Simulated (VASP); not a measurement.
Runs of VASP 6.6.1 on Al. It takes space group Fm-3m (No. 225, cubic). The conventional cell has a = 4.040 Å, b = 4.040 Å, c = 4.040 Å, α = 90.00°, β = 90.00°, γ = 90.00°. Within 3.8 Å of Al (site symmetry m-3m) lie 12 Al at 2.86 Å. 

```csv
k mesh,smearing,gap on the mesh (eV),pressure (GPa)
13 × 13 × 13,methfessel-paxton 1 eV,none,0.0
22 × 22 × 22,fermi-dirac 0.1 eV,none,0.0
13 × 13 × 13,methfessel-paxton 0.2 eV,none,-0.1
13 × 13 × 13,fermi-dirac 0.01 eV,none,0.0
7 × 7 × 7,fermi-dirac 0.1 eV,none,-0.3
13 × 13 × 13,gaussian 0.1 eV,none,-0.1
13 × 13 × 13,gaussian 0.2 eV,none,-0.1
13 × 13 × 13,gaussian 0.3 eV,none,0.0
13 × 13 × 13,fermi-dirac 0.6 eV,none,(a)
13 × 13 × 13,methfessel-paxton 0.6 eV,none,0.0
19 × 19 × 19,fermi-dirac 0.1 eV,none,0.0
8 × 8 × 8,fermi-dirac 0.1 eV,none,0.1
```

Alike in all rows: task single point; level PBE; potentials or basis VASP PAW PBE potentials, release 64 (Al); no spin polarisation; cell as given; cutoff (eV) 520.

Question: Fill in the values left out.

Answer: (a) 1.7.

Caveats: some runs use coarse meshes.

A gap of «none» marks levels without a gap at the run's occupations.
